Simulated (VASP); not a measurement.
Runs of VASP 6.6.1 on RbCaH3. The structure is that of space group P4/mmm (No. 123), or close to it. The cells are those of the table. 

```csv
cell,gap on the mesh (eV),pressure (GPa)
"a = 4.405, b = 4.405, c = 4.845 Å, 5 atoms",2.85,(a)
"a = 4.940, b = 4.940, c = 3.853 Å, 5 atoms",2.62,(c)
"a = 5.249, b = 5.249, c = 3.412 Å, 5 atoms",(b),4.0
"a = 4.166, b = 4.166, c = 5.416 Å, 5 atoms",2.68,-0.3
"a = 4.675, b = 4.675, c = 4.301 Å, 5 atoms",2.85,-2.2
```

Alike in all rows: task single point; level LDA; potentials or basis VASP PAW LDA potentials, release 64 (Rb_sv, Ca_sv, H); no spin polarisation; k mesh 6 × 6 × 6; cutoff (eV) 520; smearing gaussian 0.05 eV.

Q: Estimate the missing entries.

A: (a) -2.1; (b) 1.81; (c) -0.4.

Caveats: the stress differs along the axes, from -5 to 8 GPa (at least some runs); the stress differs along the axes, from -6 to 24 GPa (at least some runs); the stress differs along the axes, from -6 to 2 GPa (at least some runs).

A k mesh can miss the band edges, and the runs leave out spin-orbit coupling on Rb.
